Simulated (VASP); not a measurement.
Here is a VASP 6.6.1 calculation.

File POSCAR:

```
MgS
1.0
    0.0000000000      2.6015179369      2.6015179369
    2.6015179369      0.0000000000      2.6015179369
    2.6015179369      2.6015179369      0.0000000000
Mg S
1 1
Direct
    0.0000000000      0.0000000000      0.0000000000
    0.5000000000      0.5000000000      0.5000000000
```

The input INCAR.step1:

```
SYSTEM = MgS
PREC = Accurate
ENCUT = 520
EDIFF = 1E-5
ISMEAR = 0
SIGMA = 0.01
LREAL = .False.
LASPH = .True.
NELM = 80
ALGO = Normal
ISIF = 2
LWAVE = .True.
LCHARG = .False.
NBANDS = 11
GGA = PE
```

The input INCAR.step2:

```
SYSTEM = MgS
PREC = Accurate
ENCUT = 520
EDIFF = 1E-6
ISMEAR = 0
SIGMA = 0.01
LREAL = .False.
LASPH = .True.
NELM = 80
ALGO = Normal
ISIF = 2
LWAVE = .False.
LCHARG = .False.
GGA = PE
LHFCALC = .True.
AEXX = 0.25
PRECFOCK = Normal
NBANDS = 11
ISTART = 1
```

The input KPOINTS:

```
Automatic mesh
0
Gamma
  6 6 6
  0 0 0
```

Potentials or basis: VASP PAW PBE potentials, release 64 (Mg, S).

The run is started by

```sh
$ cat potpaw_PBE.64/Mg/POTCAR potpaw_PBE.64/S/POTCAR > POTCAR
$ cp INCAR.step1 INCAR
$ mpirun -np 1 vasp_std > vasp.out
$ cp INCAR.step2 INCAR
$ mpirun -np 1 vasp_std > vasp.out
```

**Question.** What does it give for the band gap on the k mesh?

**Answer.** 4.49 eV (least direct gap 5.51 eV).

**Question.** Estimate the pressure.

**Answer.** -0.7 GPa.

Caveat: the PAW data sets were made with another functional, which shifts forces and pressure a little. A k mesh can miss the band edges.
